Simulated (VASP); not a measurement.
Write the native input for VASP 6.6.1 that does the following.

* Task: single point
* Functional: PBE
* Potentials or basis: VASP PAW PBE potentials, release 64 (Al, In_d, P, As)
* Cutoff: 500 eV
* k mesh: 10 × 10 × 4
* Occupations: gaussian, width 0.1 eV
* Spin: no spin polarisation
* Dipole correction: no
* Further INCAR settings: ALGO = Normal; EDIFF = 1e-06; NBANDS = 27

The structure of AlInAsP3 lies in POSCAR:

```
AlInAsP3
1.0
    3.8278155510      0.0000000000      0.0000000000
    0.0000000000      3.8278155510      0.0000000000
    0.0000000000      0.0000000000      9.6165569461
Al In P As
1 1 3 1
Direct
    0.5000000000      0.5000000000      0.0000000000
    0.0000000000      0.0000000000      0.0000000000
    0.0000000000      0.0000000000      0.7252288685
    0.0000000000      0.0000000000      0.2747711315
    0.0000000000      0.0000000000      0.5000000000
    0.5000000000      0.5000000000      0.5000000000
```

The cell was built from a structure type or drawn by symmetry, and may not be a known phase.

One way to write it, as run:

INCAR

```
PREC = Accurate
ENCUT = 500
EDIFF = 1E-6
ISMEAR = 0
SIGMA = 0.1
LREAL = False
LASPH = True
NELM = 120
ALGO = Normal
ISIF = 2
LWAVE = False
LCHARG = True
GGA = PE
LELF = True
LVHAR = True
NBANDS = 27
GGA_COMPAT = False
```

KPOINTS

```
regular mesh
0
Gamma
  10 10 4
```

Potentials or basis: VASP PAW PBE potentials, release 64 (Al, In_d, P, As).

Command:

```bash
$ cat potpaw_PBE.64/Al/POTCAR potpaw_PBE.64/In_d/POTCAR potpaw_PBE.64/P/POTCAR potpaw_PBE.64/As/POTCAR > POTCAR
$ mpirun -np 1 vasp_std > vasp.out
```

Results of the run:

| Quantity | Value |
| --- | --- |
| Pressure | -0.1 GPa |
| Largest force | 0.031 eV/Å |
| Band gap on the k mesh | zero (bands 18 and 19 overlap by 1.85 eV) |

Caveat: spin-orbit coupling is left out, which moves the levels of the heavy elements.

It took 6.3 min on 1 thread of Intel Xeon 8259CL, on a shared host, peak memory 0.38 GiB.
